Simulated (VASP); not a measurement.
Write the native input for VASP 6.6.1 that does the following.

```yaml
Task: single point
Functional: LDA
Potentials_or_basis: VASP PAW LDA potentials, release 64 (Sb)
Cutoff: 520 eV
k_mesh: 16 × 16 × 16
Occupations: gaussian, width 0.1 eV
Spin: no spin polarisation
Dipole_correction: no
Further_INCAR_settings: ALGO = Normal; EDIFF = 1e-07; NBANDS = 8
```

The structure of Sb lies in POSCAR:

```
Sb
1.0
   -1.8081082778      1.8081082778      1.8081082778
    1.8081082778     -1.8081082778      1.8081082778
    1.8081082778      1.8081082778     -1.8081082778
Sb
1
Direct
    0.0000000000      0.0000000000      0.0000000000
```

This cell differs from its parent crystal: functional LDA, strained.

The input as run:

INCAR

```
  PREC = Accurate
  ENCUT = 520
  EDIFF = 1E-7
  ISMEAR = 0
  SIGMA = 0.1
  LREAL = False
  LASPH = True
  NELM = 100
  ALGO = Normal
  ISIF = 2
  LWAVE = False
  LCHARG = False
  NBANDS = 8
```

KPOINTS

```
Automatic mesh
0
Gamma
  16 16 16
```

Potentials or basis: VASP PAW LDA potentials, release 64 (Sb).

Launch:

```bash
$ cat potpaw_LDA.64/Sb/POTCAR > POTCAR
$ mpirun -np 1 vasp_std > vasp.out
```

It gave:

```
Pressure : 6.5 GPa
```

Caveat: the cell differs from its parent crystal (functional LDA, strained).

Wall time 31 s on 1 thread of AMD EPYC 7R13 (shared host), peak memory 0.12 GiB.
